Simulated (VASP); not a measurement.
# Te3Pb4Se (P4/mmm) in VASP: notebook

Te3Pb4Se is run at these levels: PBE; tasks: relaxation of cell and atoms.

Program: VASP 6.6.1. These are calculated values, not measurements. Logs are shortened: lines on timing, memory, paths and dates and some standing lists are left out, and cuts for length are marked.

## (1) The cell of the first run

Symmetry: P4/mmm, No. 123, tetragonal system. Conventional cell: a = 4.489 Å, b = 4.489 Å, c = 12.698 Å, α = 90.00°, β = 90.00°, γ = 90.00°. Te (site symmetry 4/mmm) has 6 Pb at 3.17 Å within 4.2 Å. Te (site symmetry 4mm) has 6 Pb at 3.17 Å within 4.2 Å. Pb (site symmetry 4mm) has 5 Te at 3.17 Å and 1 Se at 3.17 Å within 4.2 Å. Within 4.2 Å of Pb (site symmetry 4/mmm) lie 6 Te at 3.17 Å. Pb (site symmetry 4/mmm) has 4 Se at 3.17 Å and 2 Te at 3.17 Å within 4.2 Å. Within 4.2 Å of Se (site symmetry 4/mmm) lie 6 Pb at 3.17 Å.

## (2) Relaxation of cell and atoms, PBE

INCAR

```
SYSTEM = Te3Pb4Se
  ALGO = Normal
  EDIFF = 1E-6
  EDIFFG = -0.01
  ENCUT = 600
  GGA = PE
  IBRION = 2
  ISIF = 3
  ISMEAR = 0
  LASPH = .True.
  LCHARG = .False.
  LREAL = .False.
  LUSENCCL = .False.
  LWAVE = .False.
  NELM = 60
  NSW = 100
  PREC = Accurate
  SIGMA = 0.02
```

KPOINTS

```
k-points
0
Gamma
  8 8 4
  0 0 0
```

POSCAR

```
Te3Pb4Se
1.0
    4.4893954500      0.0000000000      0.0000000000
    0.0000000000      4.4893954500      0.0000000000
    0.0000000000      0.0000000000     12.6979278700
Te Pb Se
3 4 1
Direct
    0.0000000000      0.0000000000      0.0000000000
    0.5000000000      0.5000000000      0.2500000000
    0.5000000000      0.5000000000      0.7500000000
    0.0000000000      0.0000000000      0.7500000000
    0.5000000000      0.5000000000      0.0000000000
    0.0000000000      0.0000000000      0.2500000000
    0.5000000000      0.5000000000      0.5000000000
    0.0000000000      0.0000000000      0.5000000000
```

Potentials or basis: VASP PAW PBE potentials, release 64 (Te, Pb_d, Se).

The run is started by

```bash
$ cat potpaw_PBE.64/Te/POTCAR potpaw_PBE.64/Pb_d/POTCAR potpaw_PBE.64/Se/POTCAR > POTCAR
$ mpirun -np 1 vasp_std > vasp.out
```

OUTCAR:

```text
SYSTEM = Te3Pb4Se
   EDIFF = 1E-6
   EDIFFG = -0.01
   ENCUT = 600
   GGA = PE
   IBRION = 2
   ISIF = 3
   ISMEAR = 0
   LASPH = .True.
   LREAL = .False.
   NELM = 60
   NSW = 100
   PREC = Accurate

 ion  position               nearest neighbor table
   1  0.000  0.000  0.000-   5 3.17   5 3.17   5 3.17   5 3.17   6 3.17   4 3.17
   2  0.500  0.500  0.250-   6 3.17   6 3.17   6 3.17   6 3.17   7 3.17   5 3.17
   3  0.500  0.500  0.750-   4 3.17   4 3.17   4 3.17   4 3.17   7 3.17   5 3.17
   4  0.000  0.000  0.750-   3 3.17   3 3.17   3 3.17   3 3.17   8 3.17   1 3.17
   5  0.500  0.500  0.000-   1 3.17   1 3.17   1 3.17   1 3.17   3 3.17   2 3.17
   6  0.000  0.000  0.250-   2 3.17   2 3.17   2 3.17   2 3.17   8 3.17   1 3.17
   7  0.500  0.500  0.500-   8 3.17   8 3.17   8 3.17   8 3.17   2 3.17   3 3.17
   8  0.000  0.000  0.500-   7 3.17   7 3.17   7 3.17   7 3.17   4 3.17   6 3.17

  LATTYP: Found a simple tetragonal cell.
 ALAT       =     4.4893954500
 C/A-ratio  =     2.8284271260

  Lattice vectors:

 A1 = (   4.4893954500,   0.0000000000,   0.0000000000)
 A2 = (   0.0000000000,   4.4893954500,   0.0000000000)
 A3 = (   0.0000000000,   0.0000000000,  12.6979278700)

Analysis of symmetry for initial positions (statically):
=====================================================================
 Subroutine PRICEL returns:
 Original cell was already a primitive cell.

 Routine SETGRP: Setting up the symmetry group for a
 simple tetragonal supercell.

 Subroutine GETGRP returns: Found 16 space group operations
 (whereof 16 operations were pure point group operations)
 out of a pool of 16 trial point group operations.

The static configuration has the point symmetry D_4h.

Analysis of symmetry for dynamics (positions and initial velocities):
=====================================================================
 Subroutine PRICEL returns:
 Original cell was already a primitive cell.

 Routine SETGRP: Setting up the symmetry group for a
 simple tetragonal supercell.

 Subroutine GETGRP returns: Found 16 space group operations
 (whereof 16 operations were pure point group operations)
 out of a pool of 16 trial point group operations.

The dynamic configuration has the point symmetry D_4h.

 Subroutine INISYM returns: Found 16 space group operations
 (whereof 16 operations are pure point group operations),
 and found     1 'primitive' translations

----------------------------------------------------------------------------------------

                                     Primitive cell

  volume of cell :     255.9226

[... 121 lines left out ...]
  volume/ion in A,a.u.               =      31.99       215.88
  Fermi-wavevector in a.u.,A,eV,Ry     =   1.111054  2.099588 16.795600  1.234442
  Thomas-Fermi vector in A             =   2.247613
   LORBIT       =      0    0 simple, 1 ext, 2 COOP (PROOUT), +10 PAW based schemes
   GGA     = PE    functional components
   LHFCALC =     F    Hartree Fock is set to
   AEXX    =    0.0000 exact exchange contribution
   IVDW    =     0    specifies the selected vdW correction
   LEPSILON=     F    determine dielectric tensor
   LRPA    =     F    only Hartree local field effects (RPA)
 conjugate gradient relaxation of ions
 non-spin polarized calculation
 Gauss-broadening in eV      SIGMA  =   0.02
  energy-cutoff  :      600.00
  volume of cell :      255.92
 maximum number of plane-waves:      8616
 NGX is ok and might be reduce to    36
   NGX = 17   NGY = 17   NGZ = 51

--------------------------------------- Ionic step        1  -------------------------------------------

 number of electron      79.9999993 magnetization

 Free energy of the ion-electron system (eV)
  ---------------------------------------------------
  ext. energy  EPLUGINS =         0.00000000
  ---------------------------------------------------
  free energy    TOTEN  =       -30.43529535 eV

  energy without entropy =      -30.43529535  energy(sigma->0) =      -30.43529535

------------------------ aborting loop because EDIFF is reached ----------------------------------------

  FORCE on cell =-STRESS in cart. coord.  units (eV):
  Direction    XX          YY          ZZ          XY          YZ          ZX
  --------------------------------------------------------------------------------------
  -------------------------------------------------------------------------------------
  Total        4.9593281      4.9593281      4.9134352      0.0000000      0.0000000     -0.0000000
  in kB       31.0473721     31.0473721     30.7600639      0.0000000      0.0000000     -0.0000000
  external PRESSURE =      30.9516027 kB  Pullay stress =       0.0000000 kB
[... 29 lines left out ...]
--------------------------------------- Ionic step        2  -------------------------------------------

 number of electron      80.0000004 magnetization

 E-fermi :   4.7275     XC(G=0):  -9.0205

 val. band max:        4.6030629284   @ k =   0.5000   0.0000   0.0000
 cond. band min:       5.1876887504   @ k =   0.5000   0.0000   0.0000
 fundamental gap:      0.5846258220
 Fermi energy:         4.7274869018

 k-point     1 :       0.0000    0.0000    0.0000
  band No.  band energies     occupation
      1     -12.1353      2.00000
      2     -12.1133      2.00000
      3     -12.1001      2.00000
      4     -12.1001      2.00000
      5     -12.0946      2.00000
      6     -12.0765      2.00000
[... 1292 lines left out ...]
  FREE ENERGIE OF THE ION-ELECTRON SYSTEM (eV)
  ---------------------------------------------------
  free  energy   TOTEN  =       -30.6026808037 eV

  energy  without entropy=      -30.6026808037  energy(sigma->0) =      -30.60268080

[... ionic steps 4 to 9 ...]

--------------------------------------- Ionic step       10  -------------------------------------------

 number of electron      80.0000019 magnetization

------------------------ aborting loop because EDIFF is reached ----------------------------------------
[... 79 lines left out ...]
--------------------------------------- Ionic step       12  -------------------------------------------

 number of electron      80.0000020 magnetization

 Free energy of the ion-electron system (eV)
  ---------------------------------------------------
  ext. energy  EPLUGINS =         0.00000000
  ---------------------------------------------------
  free energy    TOTEN  =       -30.62852636 eV

  energy without entropy =      -30.62852636  energy(sigma->0) =      -30.62852636

 E-fermi :   5.0686     XC(G=0):  -9.1251

 val. band max:        4.9193952249   @ k =   0.5000   0.0000   0.0000
 cond. band min:       5.3617262168   @ k =   0.5000   0.0000   0.0000
 fundamental gap:      0.4423309919
 Fermi energy:         5.0686057360

 k-point     1 :       0.0000    0.0000    0.0000
  band No.  band energies     occupation
      1     -11.9605      2.00000
      2     -11.9514      2.00000
      3     -11.9328      2.00000
      4     -11.9240      2.00000
      5     -11.9240      2.00000
      6     -11.8144      2.00000
[... 1250 lines left out ...]
  FREE ENERGIE OF THE ION-ELECTRON SYSTEM (eV)
  ---------------------------------------------------
  free  energy   TOTEN  =       -30.6285263569 eV

  energy  without entropy=      -30.6285263569  energy(sigma->0) =      -30.62852636

 reached required accuracy - stopping structural energy minimisation
```

Wall time 24 min (1 × NVIDIA H100 80GB with 1 thread of AMD EPYC 7R13 (Zen 3), shared host); peak memory 1.8 GiB.

Results:

| Quantity | Value |
| --- | --- |
| Free energy | -30.6285 eV |
| Relaxed volume | 34.13 Å³/atom |
| Relaxed cell | a = 4.590 Å, b = 4.590 Å, c = 12.961 Å, α = 90.00°, β = 90.00°, γ = 90.00° |
| Space group after relaxing (to 0.05 Å) | P4/mmm (No. 123) |
| Energy gained by relaxing | 24.2 meV/atom |
| Ionic steps | 12 |
| Pressure after relaxing | 0.0 GPa |
| Largest force after relaxing | 0.005 eV/Å |
| Band gap on the k mesh | 0.44 eV, direct |

Forces on the atoms (eV/Å):
```
Te   0.000  0.000  0.000
Te   0.000  0.000  0.005
Te   0.000  0.000 -0.005
Pb   0.000  0.000  0.004
Pb   0.000  0.000  0.000
Pb   0.000  0.000 -0.004
Pb   0.000  0.000  0.000
Se   0.000  0.000  0.000
```

The path:
| step | energy change (eV) | largest force (eV/Å) | pressure (GPa) | volume (Å³) |
| --- | --- | --- | --- | --- |
| 1 | 0.0000 | 0.3745 | 3.10 | 255.92 |
| 2 | -0.1528 | 0.2425 | -0.86 | 279.50 |
| 3 | -0.1674 | 0.2702 | -0.06 | 273.74 |
| 4 | -0.1738 | 0.2323 | -0.05 | 273.60 |
| 5 | -0.1874 | 0.1215 | 0.00 | 273.17 |
| 6 | -0.1877 | 0.1128 | 0.15 | 272.31 |
| 7 | -0.1922 | 0.0559 | 0.07 | 272.75 |
| 8 | -0.1923 | 0.0570 | 0.07 | 272.72 |
| 9 | -0.1926 | 0.0344 | -0.10 | 273.89 |
| 10 | -0.1928 | 0.0425 | -0.04 | 273.47 |
| 11 | -0.1932 | 0.0163 | 0.01 | 273.16 |
| 12 | -0.1932 | 0.0049 | 0.02 | 273.03 |

Final structure:
```yaml
crystal:
  lattice:
    - [4.58968, 0.00000, 0.00000]
    - [0.00000, 4.58968, 0.00000]
    - [0.00000, 0.00000, 12.96143]
  atoms:
    - { symbol: Te, position: [0.00000, 0.00000, 0.00000] }
    - { symbol: Te, position: [0.50000, 0.50000, 0.25092] }
    - { symbol: Te, position: [0.50000, 0.50000, 0.74908] }
    - { symbol: Pb, position: [0.00000, 0.00000, 0.74157] }
    - { symbol: Pb, position: [0.50000, 0.50000, 0.00000] }
    - { symbol: Pb, position: [0.00000, 0.00000, 0.25843] }
    - { symbol: Pb, position: [0.50000, 0.50000, 0.50000] }
    - { symbol: Se, position: [0.00000, 0.00000, 0.50000] }
```

Caveat: spin-orbit coupling is left out, which moves the levels of the heavy elements.

## (3) Relaxation of cell and atoms, PBE

This run uses another cell than the first one, of 34.18 Å³/atom, 1.069 times its volume.

INCAR

```
  ALGO = Normal
  EDIFF = 1E-6
  EDIFFG = -0.01
  ENCUT = 600
  GGA = PE
  IBRION = 2
  ISIF = 3
  ISMEAR = 0
  LASPH = T
  LCHARG = F
  LREAL = F
  LUSENCCL = F
  LWAVE = F
  NELM = 60
  NSW = 100
  PREC = Accurate
  SIGMA = 0.02
```

KPOINTS

```
k-points
0
Gamma
  8 8 4
```

POSCAR

```
Te3Pb4Se
1.0
    4.5934501760      0.0000000000      0.0000000000
    0.0000000000      4.5934501760      0.0000000000
    0.0000000000      0.0000000000     12.9610078358
Te Pb Se
3 4 1
Direct
    0.0000000000      0.0000000000      0.0000000000
    0.5000000000      0.5000000000      0.2509243770
    0.5000000000      0.5000000000      0.7490756230
    0.0000000000      0.0000000000      0.7415824065
    0.5000000000      0.5000000000      0.0000000000
    0.0000000000      0.0000000000      0.2584175935
    0.5000000000      0.5000000000      0.5000000000
    0.0000000000      0.0000000000      0.5000000000
```

Potentials or basis: VASP PAW PBE potentials, release 64 (Te, Pb_d, Se).

The run is started by

```bash
$ cat potpaw_PBE.64/Te/POTCAR potpaw_PBE.64/Pb_d/POTCAR potpaw_PBE.64/Se/POTCAR > POTCAR
$ mpirun -np 1 vasp_std > vasp.out
```

Run time: 3.7 min. Hardware: 1 × NVIDIA H100 80GB with 1 thread of AMD EPYC 7R13 (Zen 3), shared host; peak memory 1.8 GiB.

It converged, with:

```yaml
Free_energy: -30.6304 eV
Pressure_after_relaxing: 0.0 GPa
Largest_force_after_relaxing: 0.005 eV/Å
Band_gap_on_the_k_mesh: 0.45 eV, direct
```

Forces in eV/Å, atoms in the order of the input:
```
Te   0.000  0.000  0.000
Te   0.000  0.000  0.005
Te   0.000  0.000 -0.005
Pb   0.000  0.000  0.002
Pb   0.000  0.000  0.000
Pb   0.000  0.000 -0.002
Pb   0.000  0.000  0.000
Se   0.000  0.000  0.000
```

Final structure:
```
Te Pb Se
1.0
     4.59345    0.00000    0.00000
     0.00000    4.59345    0.00000
     0.00000    0.00000   12.96101
Te Pb Se
3 4 1
Direct
  0.00000 0.00000 0.00000
  0.50000 0.50000 0.25092
  0.50000 0.50000 0.74908
  0.00000 0.00000 0.74158
  0.50000 0.50000 0.00000
  0.00000 0.00000 0.25842
  0.50000 0.50000 0.50000
  0.00000 0.00000 0.50000
```

Levels at points of the mesh, in eV from the valence-band top:
```csv
k point,band 36,band 37,band 38,band 39,band 40,band 41,band 42,band 43,band 44,band 45
"(0.00, 0.00, 0.00)",-1.49,-1.29,-1.29,-1.28,-1.18,2.38,2.52,3.53,3.96,3.96
"(0.50, 0.00, 0.00)",-0.75,-0.65,-0.58,-0.03,0.00,0.45,0.86,1.35,1.36,1.49
"(0.50, 0.50, 0.00)",-2.61,-2.61,-2.61,-0.49,-0.31,1.70,1.75,3.54,3.54,4.39
"(0.00, 0.00, 0.50)",-1.57,-1.49,-1.49,-0.81,-0.41,2.19,2.47,3.65,3.80,3.92
"(0.50, 0.00, 0.50)",-0.79,-0.77,-0.45,-0.36,-0.27,0.94,1.25,1.30,1.38,1.56
"(0.50, 0.50, 0.50)",-2.86,-1.94,-1.81,-1.74,-1.61,3.46,3.47,3.69,3.77,3.86
```

Caveat: the relaxation stopped at its first step, so nothing moved; spin-orbit coupling is left out, which moves the levels of the heavy elements.
